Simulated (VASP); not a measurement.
# P in VASP: further runs

The runs below take P through single point, with PBE+D3(BJ).

All numbers are computed with VASP 6.6.1; they aren't measurements. Logs are shortened: lines on timing, memory, paths and dates and some standing lists are left out, and cuts for length are marked.

## 1. The cell of the first run

The cell holds a slab with vacuum, 2 atoms: a = 3.449 Å, b = 3.449 Å, c = 28.000 Å, α = 90.00°, β = 90.00°, γ = 120.00°.

## 2. Single point, PBE+D3(BJ)

Contents of INCAR:

```
ALGO = Normal
DIPOL = 0.5 0.5 0.500
EDIFF = 1E-7
ENCUT = 520
GGA = PE
IDIPOL = 3
ISIF = 2
ISMEAR = 0
IVDW = 12
LASPH = True
LCHARG = False
LDIPOL = True
LREAL = False
LWAVE = False
NBANDS = 12
NELM = 80
PREC = Accurate
SIGMA = 0.02
```

Contents of KPOINTS:

```
k-points
0
Gamma
  9 9 1
```

Contents of POSCAR:

```
P
1.0
    3.4490000000      0.0000000000      0.0000000000
   -1.7245000000      2.9869216177      0.0000000000
    0.0000000000      0.0000000000     28.0000000000
P
2
Direct
    0.3333333333      0.6666666667      0.5143035714
    0.6666666667      0.3333333333      0.4856964286
```

Potentials or basis: VASP PAW PBE potentials, release 64 (P).

Started as:

```
cat potpaw_PBE.64/P/POTCAR > POTCAR
mpirun -np 1 vasp_std > vasp.out
```

OUTCAR:

```text
EDIFF = 1E-7
   ENCUT = 520
   GGA = PE
   ISIF = 2
   ISMEAR = 0
   IVDW = 12
   LASPH = True
   LREAL = False
   NELM = 80
   PREC = Accurate
 IVDW          = 12

 ion  position               nearest neighbor table
   1  0.333  0.667  0.514-   2 2.15   2 2.15   2 2.15
   2  0.667  0.333  0.486-   1 2.15   1 2.15   1 2.15

  LATTYP: Found a hexagonal cell.
 ALAT       =     3.4490000000
 C/A-ratio  =     8.1182951580

  Lattice vectors:

 A1 = (   3.4490000000,   0.0000000000,   0.0000000000)
 A2 = (  -1.7245000000,   2.9869216177,   0.0000000000)
 A3 = (   0.0000000000,   0.0000000000,  28.0000000000)

Analysis of symmetry for initial positions (statically):
=====================================================================
 Subroutine PRICEL returns:
 Original cell was already a primitive cell.

 Routine SETGRP: Setting up the symmetry group for a
 hexagonal supercell.

 Subroutine GETGRP returns: Found 12 space group operations
 (whereof 12 operations were pure point group operations)
 out of a pool of 24 trial point group operations.

The static configuration has the point symmetry D_3d.

Analysis of symmetry for dynamics (positions and initial velocities):
=====================================================================
 Subroutine PRICEL returns:
 Original cell was already a primitive cell.

 Routine SETGRP: Setting up the symmetry group for a
 hexagonal supercell.

 Subroutine GETGRP returns: Found 12 space group operations
 (whereof 12 operations were pure point group operations)
 out of a pool of 24 trial point group operations.

The dynamic configuration has the point symmetry D_3d.

 Subroutine INISYM returns: Found 12 space group operations
 (whereof 12 operations are pure point group operations),
 and found     1 'primitive' translations

----------------------------------------------------------------------------------------

                                     Primitive cell

  volume of cell :     288.4530

  direct lattice vectors                    reciprocal lattice vectors
     3.449000000  0.000000000  0.000000000     0.289939113  0.167396425  0.000000000
    -1.724500000  2.986921618  0.000000000     0.000000000  0.334792850  0.000000000
     0.000000000  0.000000000 28.000000000     0.000000000  0.000000000  0.035714286

  length of vectors
     3.449000000  3.449000000 28.000000000     0.334792850  0.334792850  0.035714286

  position of ions in fractional coordinates (direct lattice)
     0.333333333  0.666666667  0.514303571
     0.666666667  0.333333333  0.485696429

  ion indices of the primitive-cell ions
[... 80 lines left out ...]
   IMIX   =      4    mixing-type and parameters
     AMIX     =   0.40;   BMIX     =  1.00
     AMIX_MAG =   1.60;   BMIX_MAG =  1.00
  volume/ion in A,a.u.               =     144.23       973.29
  Fermi-wavevector in a.u.,A,eV,Ry     =   0.533806  1.008746  3.876959  0.284948
  Thomas-Fermi vector in A             =   1.557921
   LORBIT       =      0    0 simple, 1 ext, 2 COOP (PROOUT), +10 PAW based schemes
   GGA     = PE    functional components
   LHFCALC =     F    Hartree Fock is set to
   AEXX    =    0.0000 exact exchange contribution
   IVDW    =    12    specifies the selected vdW correction
   LEPSILON=     F    determine dielectric tensor
   LRPA    =     F    only Hartree local field effects (RPA)
 non-spin polarized calculation
 Gauss-broadening in eV      SIGMA  =   0.02
  energy-cutoff  :      520.00
  volume of cell :      288.45
 maximum number of plane-waves:      7831
 NGX is ok and might be reduce to    28
   NGX = 13   NGY = 13   NGZ =105

 number of electron      10.0000000 magnetization

 number of electron       9.9999999 magnetization

 dipolmoment           0.000000      0.000000     -0.000000 electrons x Angstroem

 Free energy of the ion-electron system (eV)
  ---------------------------------------------------
  ext. energy  EPLUGINS =         0.00000000
  ---------------------------------------------------
  free energy    TOTEN  =        -9.74851598 eV

  energy without entropy =       -9.74813798  energy(sigma->0) =       -9.74832698

 E-fermi :  -3.1487     XC(G=0):  -1.7010

 val. band max:       -3.1543204574   @ k =   0.0000   0.0000   0.0000
 cond. band min:      -3.1255535478   @ k =   0.1111   0.1111   0.0000
 fundamental gap:      0.0287669096
 Fermi energy:        -3.1486745577

 k-point     1 :       0.0000    0.0000    0.0000
  band No.  band energies     occupation
      1     -19.0871      2.00000
      2      -9.6409      2.00000
      3      -6.8377      2.00000
      4      -6.8377      2.00000
      5      -3.1543      1.31027
      6      -3.1236      0.07612
      7      -1.7411      0.00000
      8      -1.7411      0.00000
      9       1.0017      0.00000
     10       1.3494      0.00000
     11       1.6565      0.00000
     12       1.8915      0.00000
[... 151 lines left out ...]
 k-point    12 :       0.3333    0.3333    0.0000
  band No.  band energies     occupation
      1     -15.1242      2.00000
      2     -15.1242      2.00000
      3     -10.7691      2.00000
      4      -5.7320      2.00000
      5      -5.7320      2.00000
      6      -0.8519      0.00000
      7       2.1348      0.00000
      8       2.2154      0.00000
      9       2.2154      0.00000
     10       3.2095      0.00000
     11       3.2095      0.00000
     12       5.5421      0.00000

------------------------ aborting loop because EDIFF is reached ----------------------------------------

 vacuum level on the upper side and lower side of the slab       (xc-potential included)        -0.014        -0.014

 Edisp (eV)   -0.38773

 E8    (eV) :    -0.1588

  FORCE on cell =-STRESS in cart. coord.  units (eV):
  Direction    XX          YY          ZZ          XY          YZ          ZX
  --------------------------------------------------------------------------------------
  -------------------------------------------------------------------------------------
  Total       1.38452     1.38452     2.13696     0.00000     0.00000    -0.00000
  in kB       7.69016     7.69016    11.86949     0.00000     0.00000    -0.00000
  external pressure =        9.08 kB  Pullay stress =        0.00 kB

 VOLUME and BASIS-vectors are now :
 -----------------------------------------------------------------------------
  energy-cutoff  :      520.00
  volume of cell :      288.45
      direct lattice vectors                 reciprocal lattice vectors
     3.449000000  0.000000000  0.000000000     0.289939113  0.167396425  0.000000000
    -1.724500000  2.986921618  0.000000000     0.000000000  0.334792850  0.000000000
     0.000000000  0.000000000 28.000000000     0.000000000  0.000000000  0.035714286

 POSITION                                       TOTAL-FORCE (eV/Angst)
 -----------------------------------------------------------------------------------
     -0.00000      1.99128     14.40050         0.000000      0.000000      2.679586
      1.72450      0.99564     13.59950        -0.000000     -0.000000     -2.679586
 -----------------------------------------------------------------------------------
    total drift:                               -0.000000      0.000000     -0.000000

  FREE ENERGIE OF THE ION-ELECTRON SYSTEM (eV)
  ---------------------------------------------------
  free  energy   TOTEN  =       -10.1362471990 eV

  energy  without entropy=      -10.1358692063  energy(sigma->0) =      -10.13605820

 vacuum level on the upper side and lower side of the slab         1.468         1.468
```

OSZICAR:

```text
N       E                     dE             d eps       ncg     rms          rms(c)
DAV:   1     0.692187481432E+02    0.69219E+02   -0.26895E+03   288   0.517E+02
DAV:   2    -0.227650676656E+01   -0.71495E+02   -0.63528E+02   468   0.925E+01
DAV:   3    -0.974024307515E+01   -0.74637E+01   -0.73644E+01   396   0.397E+01
[... 15 lines left out ...]
DAV:  19    -0.974851395241E+01   -0.24319E-05   -0.50475E-08   396   0.590E-04    0.231E-04
DAV:  20    -0.974851520652E+01   -0.12541E-05   -0.26077E-08   376   0.318E-04    0.144E-04
DAV:  21    -0.974851578876E+01   -0.58224E-06   -0.83588E-09   376   0.196E-04    0.857E-05
DAV:  22    -0.974851593820E+01   -0.14944E-06   -0.92900E-10   360   0.784E-05    0.310E-05
DAV:  23    -0.974851597757E+01   -0.39366E-07   -0.14384E-10   272   0.457E-05
   1 F= -.10136247E+02 E0= -.10136058E+02  d E =-.377993E-03
```

stdout:

```text
POSCAR found type information on POSCAR P
 POSCAR found :  1 types and       2 ions
 scaLAPACK will be used
 LDA part: xc-table for (Slater+PW92), standard interpolation
 POSCAR, INCAR and KPOINTS ok, starting setup
 FFT: planning ... GRIDC
 FFT: planning ... GRID_SOFT
 FFT: planning ... GRID
 WAVECAR not read
 entering main loop
```

Wall time 2.5 min (1 thread of AMD EPYC 7R13, shared host); peak memory 0.36 GiB.

What came out:

```yaml
Free_energy: -10.1362 eV
Largest_force: 2.680 eV/Å
Band_gap_on_the_k_mesh: zero (band 5 reaches -3.10 eV, above the bottom of band 6 at -3.69 eV)
Dispersion_energy_per_atom: -0.194 eV
```

Forces on the atoms (eV/Å):
```
P    0.000  0.000  2.680
P    0.000  0.000 -2.680
```

Levels at points of the mesh, in eV from the Fermi level:
```
           k point  band 3  band 4  band 5  band 6  band 7  band 8
(0.00, 0.00, 0.00)   -3.69   -3.69   -0.01    0.03    1.41    1.41
```

## 3. Single point, PBE+D3(BJ)

Contents of INCAR:

```
PREC = Accurate
ENCUT = 520
EDIFF = 1E-6
ISMEAR = 0
SIGMA = 0.02
LREAL = F
LASPH = T
NELM = 100
ALGO = Normal
ISIF = 2
LWAVE = F
LCHARG = F
LDIPOL = T
IDIPOL = 3
DIPOL = 0.5 0.5 0.500
GGA = PE
IVDW = 12
NBANDS = 12
```

Contents of KPOINTS:

```
regular mesh
0
Gamma
  9 9 1
```

Contents of POSCAR:

```
P
1.0
    3.4490000000      0.0000000000      0.0000000000
   -1.7245000000      2.9869216177      0.0000000000
    0.0000000000      0.0000000000     28.0000000000
P
2
Direct
    0.3333333333      0.6666666667      0.5238214286
    0.6666666667      0.3333333333      0.4761785714
```

Potentials or basis: VASP PAW PBE potentials, release 64 (P).

Started as:

```
cat potpaw_PBE.64/P/POTCAR > POTCAR
mpirun -np 1 vasp_std > vasp.out
```

OUTCAR:

```text
PREC = Accurate
   ENCUT = 520
   EDIFF = 1E-6
   ISMEAR = 0
   LREAL = F
   LASPH = T
   NELM = 100
   ISIF = 2
   GGA = PE
   IVDW = 12
 IVDW          = 12

 ion  position               nearest neighbor table
   1  0.333  0.667  0.524-   2 2.40   2 2.40   2 2.40
   2  0.667  0.333  0.476-   1 2.40   1 2.40   1 2.40

  LATTYP: Found a hexagonal cell.
 ALAT       =     3.4490000000
 C/A-ratio  =     8.1182951580

  Lattice vectors:

 A1 = (   3.4490000000,   0.0000000000,   0.0000000000)
 A2 = (  -1.7245000000,   2.9869216177,   0.0000000000)
 A3 = (   0.0000000000,   0.0000000000,  28.0000000000)

Analysis of symmetry for initial positions (statically):
=====================================================================
 Subroutine PRICEL returns:
 Original cell was already a primitive cell.

 Routine SETGRP: Setting up the symmetry group for a
 hexagonal supercell.

 Subroutine GETGRP returns: Found 12 space group operations
 (whereof 12 operations were pure point group operations)
 out of a pool of 24 trial point group operations.

The static configuration has the point symmetry D_3d.

Analysis of symmetry for dynamics (positions and initial velocities):
=====================================================================
 Subroutine PRICEL returns:
 Original cell was already a primitive cell.

 Routine SETGRP: Setting up the symmetry group for a
 hexagonal supercell.

 Subroutine GETGRP returns: Found 12 space group operations
 (whereof 12 operations were pure point group operations)
 out of a pool of 24 trial point group operations.

The dynamic configuration has the point symmetry D_3d.

 Subroutine INISYM returns: Found 12 space group operations
 (whereof 12 operations are pure point group operations),
 and found     1 'primitive' translations

----------------------------------------------------------------------------------------

                                     Primitive cell

  volume of cell :     288.4530

  direct lattice vectors                    reciprocal lattice vectors
     3.449000000  0.000000000  0.000000000     0.289939113  0.167396425  0.000000000
    -1.724500000  2.986921618  0.000000000     0.000000000  0.334792850  0.000000000
     0.000000000  0.000000000 28.000000000     0.000000000  0.000000000  0.035714286

  length of vectors
     3.449000000  3.449000000 28.000000000     0.334792850  0.334792850  0.035714286

  position of ions in fractional coordinates (direct lattice)
     0.333333333  0.666666667  0.523821429
     0.666666667  0.333333333  0.476178571

  ion indices of the primitive-cell ions
   primitive index   ion index
                 1           1
                 2           2

----------------------------------------------------------------------------------------

 KPOINTS: regular mesh

Automatic generation of k-mesh.
 Grid dimensions read from file:
 generate k-points for:    9    9    1

 Generating k-lattice:

  Cartesian coordinates                     Fractional coordinates (reciprocal lattice)
     0.032215457  0.018599603  0.000000000     0.111111111  0.000000000  0.000000000
     0.000000000  0.037199206  0.000000000     0.000000000  0.111111111  0.000000000
[... 33 lines left out ...]
   NGX,Y,Z   is equivalent  to a cutoff of  13.50, 13.50, 12.47 a.u.
   NGXF,Y,Z  is equivalent  to a cutoff of  26.99, 26.99, 24.94 a.u.
 SYSTEM =  unknown system
   PREC   = accura    normal or accurate (medium, high low for compatibility)
   ISTART =      0    job   : 0-new  1-cont  2-samecut
   ICHARG =      2    charge: 1-file 2-atom 10-const
   ISPIN  =      1    spin polarized calculation?
   LNONCOLLINEAR =      F non collinear calculations
   LSORBIT =      F    spin-orbit coupling
   LASPH  =      T    aspherical Exc in radial PAW
   ENCUT  =  520.0 eV  38.22 Ry    6.18 a.u.   6.41  6.41 52.06*2*pi/ulx,y,z
   NELM   =    100;   NELMIN=  2; NELMDL= -5     # of ELM steps
   EDIFF  = 0.1E-05   stopping-criterion for ELM
   LREAL  =      F    real-space projection
   EDIFFG = 0.1E-04   stopping-criterion for IOM
   NSW    =      0    number of steps for IOM
   IBRION =     -1    ionic relax: 0-MD 1-quasi-New 2-CG
   NFREE  =      0    steps in history (QN), initial steepest desc. (CG)
   ISIF   =      2    stress and relaxation
   ISYM   =      2    0-nonsym 1-usesym 2-fastsym
   POTIM  = 0.5000    time-step for ionic-motion
   TEBEG  =    0.0;   TEEND  =   0.0 temperature during run
   PSTRESS=    0.0 pullay stress
   NELECT =      10.0000    total number of electrons
   NUPDOWN=      -1.0000    fix difference up-down
   EMIN   =  10.00;   EMAX   =-10.00  energy-range for DOS
   EFERMI =   0.00;   METHOD = LEGACY
   ISMEAR =     0;   SIGMA  =   0.02  broadening in eV -4-tet -1-fermi 0-gaus
   EFERMI_NEDOS =   21; number of points for ismear=-14 and -15
   IALGO  =     38    algorithm
   IMIX   =      4    mixing-type and parameters
     AMIX     =   0.40;   BMIX     =  1.00
     AMIX_MAG =   1.60;   BMIX_MAG =  1.00
  volume/ion in A,a.u.               =     144.23       973.29
  Fermi-wavevector in a.u.,A,eV,Ry     =   0.533806  1.008746  3.876959  0.284948
  Thomas-Fermi vector in A             =   1.557921
   LORBIT       =      0    0 simple, 1 ext, 2 COOP (PROOUT), +10 PAW based schemes
   GGA     = PE    functional components
   LHFCALC =     F    Hartree Fock is set to
   AEXX    =    0.0000 exact exchange contribution
   IVDW    =    12    specifies the selected vdW correction
   LEPSILON=     F    determine dielectric tensor
   LRPA    =     F    only Hartree local field effects (RPA)
 non-spin polarized calculation
 Gauss-broadening in eV      SIGMA  =   0.02
  energy-cutoff  :      520.00
  volume of cell :      288.45
 maximum number of plane-waves:      7831
 NGX is ok and might be reduce to    28
   NGX = 13   NGY = 13   NGZ =105

 number of electron      10.0000000 magnetization

 number of electron       9.9999999 magnetization

 dipolmoment           0.000000      0.000000     -0.000000 electrons x Angstroem

 Free energy of the ion-electron system (eV)
  ---------------------------------------------------
  ext. energy  EPLUGINS =         0.00000000
  ---------------------------------------------------
  free energy    TOTEN  =       -10.49407798 eV

  energy without entropy =      -10.49407798  energy(sigma->0) =      -10.49407798

 E-fermi :  -4.3880     XC(G=0):  -1.8464

 val. band max:       -4.5153278672   @ k =   0.0000   0.0000   0.0000
 cond. band min:      -2.6066939652   @ k =   0.3333   0.0000   0.0000
 fundamental gap:      1.9086339020
 Fermi energy:        -4.3879550356

 k-point     1 :       0.0000    0.0000    0.0000
  band No.  band energies     occupation
      1     -17.3982      2.00000
      2     -10.8135      2.00000
      3      -4.8626      2.00000
      4      -4.5153      2.00000
      5      -4.5153      2.00000
      6      -1.6200      0.00000
      7      -0.9456      0.00000
      8      -0.9456      0.00000
      9       0.8605      0.00000
     10       1.2323      0.00000
     11       1.6014      0.00000
     12       1.8044      0.00000
[... 151 lines left out ...]
 k-point    12 :       0.3333    0.3333    0.0000
  band No.  band energies     occupation
      1     -13.5954      2.00000
      2     -13.5954      2.00000
      3      -8.8761      2.00000
      4      -6.2091      2.00000
      5      -6.2091      2.00000
      6      -2.3406      0.00000
      7       0.3561      0.00000
      8       0.3561      0.00000
      9       3.7157      0.00000
     10       4.6977      0.00000
     11       4.6977      0.00000
     12       5.2512      0.00000

------------------------ aborting loop because EDIFF is reached ----------------------------------------

 vacuum level on the upper side and lower side of the slab       (xc-potential included)        -0.007        -0.007

 Edisp (eV)   -0.37628

 E8    (eV) :    -0.1540

  FORCE on cell =-STRESS in cart. coord.  units (eV):
  Direction    XX          YY          ZZ          XY          YZ          ZX
  --------------------------------------------------------------------------------------
  -------------------------------------------------------------------------------------
  Total      -3.09353    -3.09353    -2.36014     0.00000     0.00000    -0.00000
  in kB     -17.18265   -17.18265   -13.10909     0.00000     0.00000    -0.00000
  external pressure =      -15.82 kB  Pullay stress =        0.00 kB

 VOLUME and BASIS-vectors are now :
 -----------------------------------------------------------------------------
  energy-cutoff  :      520.00
  volume of cell :      288.45
      direct lattice vectors                 reciprocal lattice vectors
     3.449000000  0.000000000  0.000000000     0.289939113  0.167396425  0.000000000
    -1.724500000  2.986921618  0.000000000     0.000000000  0.334792850  0.000000000
     0.000000000  0.000000000 28.000000000     0.000000000  0.000000000  0.035714286

 POSITION                                       TOTAL-FORCE (eV/Angst)
 -----------------------------------------------------------------------------------
     -0.00000      1.99128     14.66700         0.000000      0.000000     -1.763776
      1.72450      0.99564     13.33300        -0.000000     -0.000000      1.763776
 -----------------------------------------------------------------------------------
    total drift:                                0.000000      0.000000      0.000000

  FREE ENERGIE OF THE ION-ELECTRON SYSTEM (eV)
  ---------------------------------------------------
  free  energy   TOTEN  =       -10.8703613545 eV

  energy  without entropy=      -10.8703613545  energy(sigma->0) =      -10.87036135

 vacuum level on the upper side and lower side of the slab         1.489         1.489
```

stdout:

```text
POSCAR found type information on POSCAR P
 POSCAR found :  1 types and       2 ions
 scaLAPACK will be used
 LDA part: xc-table for (Slater+PW92), standard interpolation
 POSCAR, INCAR and KPOINTS ok, starting setup
 FFT: planning ... GRIDC
 FFT: planning ... GRID_SOFT
 FFT: planning ... GRID
 WAVECAR not read
 entering main loop
```

Wall time 1.8 min (1 thread of AMD EPYC 7R13, shared host); peak memory 0.36 GiB.

What came out:

```yaml
Free_energy: -10.8704 eV
Largest_force: 1.764 eV/Å
Band_gap_on_the_k_mesh: 1.91 eV, indirect (least direct gap 2.35 eV)
Dispersion_energy_per_atom: -0.188 eV
```

Forces on the atoms (eV/Å):
```
P    0.000  0.000 -1.764
P    0.000  0.000  1.764
```

(Part 1 of 2 ends here.)
